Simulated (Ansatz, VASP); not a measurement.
## Two plane-wave programs on Lu2MnBr

INCAR

```
PREC     = Accurate       # precision mode
ENCUT    = 520            # plane-wave cutoff, eV
EDIFF    = 1E-7           # SCF threshold, eV
ISMEAR   = 0              # smearing method
SIGMA    = 0.1            # smearing width, eV
LREAL    = F              # projectors in reciprocal space
LASPH    = T              # aspherical terms in the spheres
NELM     = 150            # most SCF steps
ALGO     = Normal         # electronic algorithm
ISIF     = 2              # what is computed and relaxed
LWAVE    = F              # write WAVECAR
LCHARG   = F              # write CHGCAR
ISPIN    = 2              # spin polarisation
MAGMOM   = 0 0 4 0        # initial moments
LORBIT   = 11             # projections on sites
LMAXMIX  = 4              # l up to which the mixer works
GGA      = PE             # functional
NBANDS   = 47             # bands
```

Contents of KPOINTS:

```
regular mesh
0
Gamma
  6 6 2
```

File POSCAR:

```
Lu2MnBr
1.0
    4.2134001300      0.0000000000      0.0000000000
   -2.1067000700      3.6489115500      0.0000000000
    0.0000000000      0.0000000000      7.5058275700
Lu Mn Br
2 1 1
Direct
    0.3333333300      0.6666666700      0.7163198600
    0.3333333300      0.6666666700      0.2836801400
    0.0000000000      0.0000000000      0.5000000000
    0.6666666700      0.3333333300      0.0000000000
```

Input for Ansatz:

```yaml
crystal:
  lattice:
    - [4.21340013, 0.0, 0.0]
    - [-2.10670007, 3.64891155, 0.0]
    - [0.0, 0.0, 7.50582757]
  atoms:
    - { symbol: Lu, position: [0.33333333, 0.66666667, 0.71631986] }
    - { symbol: Lu, position: [0.33333333, 0.66666667, 0.28368014] }
    - { symbol: Mn, position: [0.0, 0.0, 0.5], spin: 4.0 }
    - { symbol: Br, position: [0.66666667, 0.33333333, 0.0] }
basis:
  ecutwfc: 420
kpoints:
  mp_grid: { grid: [6, 6, 2] }
hamiltonian:
  xc: pbe
scf:
  occupations: { method: gaussian, width: 0.1 }
  lower_state_search: "off"
output:
  forces: true
  stress: true
  eigenvalues: true
  populations: true
magnetization:
  spin_polarized: true
```

Alike in both runs: task single point; functional PBE; k mesh 6 × 6 × 2; occupations gaussian, width 0.1 eV; collinear spin.

|  | VASP | Ansatz |
| --- | --- | --- |
| version | VASP 6.6.1 | Ansatz 0.2.0 |
| potentials or method | VASP PAW PBE potentials, release 64 (Lu, Mn_pv, Br), cutoff 520 eV | scalar-relativistic, plane waves, PAW |
| valence electrons in the cell | 70 | 72 |

|  | VASP | Ansatz | Ansatz less VASP |
| --- | --- | --- | --- |
| gap on the k mesh at the Fermi level (eV) | none | none | - |
| pressure (GPa) | -3.6 | -3.6 | -0.06 |
| traceless stress, the component that is largest in VASP (GPa) | 6.88 | 6.86 | -0.022 |
| rms of the force components (eV/Å) | 0.130 | 0.125 | -0.0048 |
| net moment per atom (μB) | 0.82 | 0.82 | +0.004 |
| size of the moment on the site where the two differ most (μB) | 3.32 | 3.43 | +0.101 |

Site moments also hang on the region over which each program counts them. Atom by atom the forces differ by 0.005 eV/Å (rms over components). A gap of «none» marks a metal or a gap that the smearing closes. VASP's potentials hold 70 valence electrons a cell and Ansatz's 72, so a difference there can come from the potentials and not from the codes.

The k mesh is coarse, so the values compare programs but aren't converged. Spin-orbit coupling is off throughout.
